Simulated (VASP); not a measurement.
InRu2, 3 atoms in the cell. The structure is cubic, space group F-43m (No. 216). The conventional cell has a = 6.065 Å, b = 6.065 Å, c = 6.065 Å, α = 90.00°, β = 90.00°, γ = 90.00°. Within 3.5 Å of In (site symmetry -43m) lie 10 Ru at 2.63 to 3.03 Å. Within 3.5 Å of Ru (site symmetry -43m) lie 4 In at 2.63 Å and 4 Ru at 2.63 Å. Within 3.5 Å of Ru (site symmetry -43m) lie 4 Ru at 2.63 Å and 6 In at 3.03 Å. 

| Quantity | Value |
| --- | --- |
| Program | VASP 6.6.1 |
| Task | single point |
| Functional | PBE |
| Potentials or basis | VASP PAW PBE potentials, release 64 (In_d, Ru_pv) |
| Cutoff | 520 eV |
| k mesh | 6 × 6 × 6 |
| Occupations | gaussian, width 0.1 eV |
| Spin | no spin polarisation |
| Dipole correction | no |
| Further INCAR settings | ALGO = Normal; EDIFF = 1e-06; NBANDS = 28 |

Potentials or basis: VASP PAW PBE potentials, release 64 (In_d, Ru_pv).

Run with:

```console
$ cat potpaw_PBE.64/In_d/POTCAR potpaw_PBE.64/Ru_pv/POTCAR > POTCAR
$ mpirun -np 1 vasp_std > vasp.out
```

Hardware: 1 thread of Intel(R) Xeon(R) Platinum 8259CL CPU @ 2.50GHz (Skylake/Cascade Lake), on a shared host.

Q: Estimate the wall time of this run.

A: Wall time 22 s on 1 thread of Intel(R) Xeon(R) Platinum 8259CL CPU @ 2.50GHz (Skylake/Cascade Lake), on a shared host, peak memory 0.18 GiB. Counts: scf iterations 14, k points 16.
